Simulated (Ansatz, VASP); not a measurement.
AlN: VASP beside Ansatz

```
CELL_PARAMETERS angstrom
3.27259 0.00000 0.00000
-1.63630 2.83415 0.00000
0.00000 0.00000 4.80025
ATOMIC_POSITIONS crystal
Al 0.33333 0.66667 0.99118
Al 0.66667 0.33333 0.49118
N 0.33333 0.66667 0.38882
N 0.66667 0.33333 0.88882
```

Change from the starting cell: epitaxial_xy strain +5.3%.

Alike in both runs: task single point; functional PBE; k mesh 12 × 12 × 6; occupations fermi-dirac, width 0.02 eV; no spin polarisation.

|  | VASP | Ansatz |
| --- | --- | --- |
| version | VASP 6.6.1 | Ansatz 0.2.0 |
| potentials or method | VASP PAW PBE potentials, release 64 (Al, N) | plane waves, PAW |
| plane-wave cutoff (eV) | 520 | 420 |
| valence electrons in the cell | 16 | 16 |

VASP gave:

- gap on the k mesh at the Fermi level (eV): 3.21
- pressure (GPa): -9.3
- traceless stress, the component that is largest in VASP (GPa): 13.05
- rms of the force components (eV/Å): 0.039

Task: Estimate Ansatz's values.

Result: gap on the k mesh at the Fermi level (eV): 3.20; pressure (GPa): -9.0; traceless stress, the component that is largest in VASP (GPa): 12.90; rms of the force components (eV/Å): 0.039.

Atom by atom the forces differ by 0.000 eV/Å (rms over components).
